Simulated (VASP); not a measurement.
Here is a VASP 6.6.1 calculation.

File INCAR:

```
SYSTEM = W
  ALGO = Normal
  DIPOL = 0.5 0.5 0.500
  EDIFF = 1E-7
  ENCUT = 520
  GGA = PE
  IDIPOL = 3
  ISIF = 2
  ISMEAR = 0
  LASPH = .True.
  LCHARG = .False.
  LDIPOL = .True.
  LREAL = .False.
  LWAVE = .False.
  NBANDS = 36
  NELM = 60
  PREC = Accurate
  SIGMA = 0.1
```

Contents of KPOINTS:

```
k-points
0
Gamma
  11 11 1
  0 0 0
```

Contents of POSCAR:

```
W
1.0
    3.1835586448      0.0000000000      0.0000000000
    0.0000000000      3.1835586448      0.0000000000
    0.0000000000      0.0000000000     19.7753379672
W
4
Direct
    0.5000000000      0.5000000000      0.3792602692
    0.0000000000      0.0000000000      0.4597534231
    0.5000000000      0.5000000000      0.5402465769
    0.0000000000      0.0000000000      0.6207397308
```

Potentials or basis: VASP PAW PBE potentials, release 64 (W_sv).

Command:

```sh
$ cat potpaw_PBE.64/W_sv/POTCAR > POTCAR
$ mpirun -np 1 vasp_std > vasp.out
```

What does it give for the band gap on the k mesh?

Zero (bands 28 and 29 overlap by 1.76 eV).

What does it give for the largest force?

2.043 eV/Å.

Forces on the atoms (eV/Å):
```
W    0.000  0.000  1.788
W    0.000  0.000 -2.043
W    0.000  0.000  2.043
W    0.000  0.000 -1.788
```

Caveat: the cell differs from its parent crystal (atoms taken out); spin-orbit coupling is left out, which moves the levels of the heavy elements.
